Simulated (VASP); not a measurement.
KI:

```
K I
1.0
     4.29094    0.00000    0.00000
     0.00000    4.29094    0.00000
     0.00000    0.00000    4.29094
K I
1 1
Direct
  0.00000 0.00000 0.00000
  0.50000 0.50000 0.50000
```

Base run:

* Program: VASP 6.6.1
* Functional: HSE06
* Potentials or basis: VASP PAW PBE potentials, release 64 (K_sv, I)
* Cutoff: 400 eV
* k mesh: 4 × 4 × 4
* Occupations: gaussian, width 0.01 eV
* Spin: no spin polarisation

Its results: band gap on the k mesh 4.30 eV, indirect (least direct gap 4.69 eV); pressure 0.3 GPa.

Problem. The run is repeated on the same cell with these changes: functional from HSE06 to r2SCAN; cutoff from 400 eV to 550 eV; k mesh from 4 × 4 × 4 to 6 × 6 × 6. What comes out?

Solution. Band gap on the k mesh 4.04 eV, indirect (least direct gap 4.41 eV); pressure 0.0 GPa.

Several settings changed at once, so the effect can't be laid on one alone.

Caveats: the PAW data sets were made with another functional, which shifts forces and pressure a little; spin-orbit coupling is left out, which moves the levels of the heavy elements.

A k mesh can miss the band edges.
